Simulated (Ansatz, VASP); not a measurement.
# Ti2NbB3 in VASP and in Ansatz

```
Ti Nb B
1.0
     2.83036    0.00000    0.00000
     0.00000    2.83036    0.00000
     0.00000    0.00000   10.53234
Ti Nb B
2 1 3
Direct
  0.50000 0.50000 0.86814
  0.50000 0.50000 0.13186
  0.00000 0.00000 0.00000
  0.00000 0.00000 0.66477
  0.00000 0.00000 0.33523
  0.50000 0.50000 0.50000
```

Change from the starting cell: species swapped into the Er2Mg3Ru type (P4/mmm, No. 123).

Alike in both runs: task relaxation of cell and atoms; functional PBE; k mesh 6 × 6 × 2; occupations gaussian, width 0.1 eV; no spin polarisation.

|  | VASP | Ansatz |
| --- | --- | --- |
| version | VASP 6.6.1 | Ansatz 0.2.0 |
| potentials or method | VASP PAW PBE potentials, release 64 (Ti_sv, Nb_sv, B), cutoff 600 eV | scalar-relativistic, plane waves, PAW |
| valence electrons in the cell | 46 | 46 |

Ansatz gave:

```
gap on the k mesh at the Fermi level, each at its own relaxed structure (eV) : none
relaxed volume (Å³/atom)                                                     : 11.58
relaxed cell length with the largest relative difference (Å)                 : 9.709
```

Problem. What did VASP give for the same quantities?

Solution. gap on the k mesh at the Fermi level, each at its own relaxed structure (eV): none; relaxed volume (Å³/atom): 11.86; relaxed cell length with the largest relative difference (Å): 7.542.

A gap of «none» marks a metal or a gap that the smearing closes. One of these differences is far larger than is usual between the two programs; its cause wasn't traced.

The k mesh is coarse, so the values compare programs but aren't converged. Noted on VASP's run: the volume moved by over 15 % at a fixed basis, so the end points are rough.
